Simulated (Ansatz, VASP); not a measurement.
One calculation of IrO2, two programs

```xyz
6
Lattice="4.5051 0.0000 0.0000 0.0000 4.5051 0.0000 0.0000 0.0000 3.1586" Properties=species:S:1:pos:R:3 pbc="T T T"
Ir    0.0000    0.0000    0.0000
Ir    2.2525    2.2525    1.5793
O     1.3862    1.3862    0.0000
O     0.8663    3.6388    1.5793
O     3.1189    3.1189    0.0000
O     3.6388    0.8663    1.5793
```

Alike in both runs: task relaxation of the atoms; functional PBE; k mesh 4 × 4 × 6; occupations fermi-dirac, width 0.02 eV; collinear spin.

```csv
,VASP,Ansatz
version,VASP 6.6.1,Ansatz 0.2.0
potentials or method,"VASP PAW PBE potentials, release 64 (Ir, O)","plane-wave PAW, scalar-relativistic"
plane-wave cutoff (eV),520,420
valence electrons in the cell,42,58
```

```tsv
	VASP	Ansatz	Ansatz less VASP
net moment per atom (μB)	0.00	0.00	0.000
```

VASP's potentials hold 42 valence electrons a cell and Ansatz's 58, so a difference there can come from the potentials and not from the codes. Ansatz's warnings: seeded moment not kept, stress scf threshold loose.

Spin-orbit coupling is off throughout.
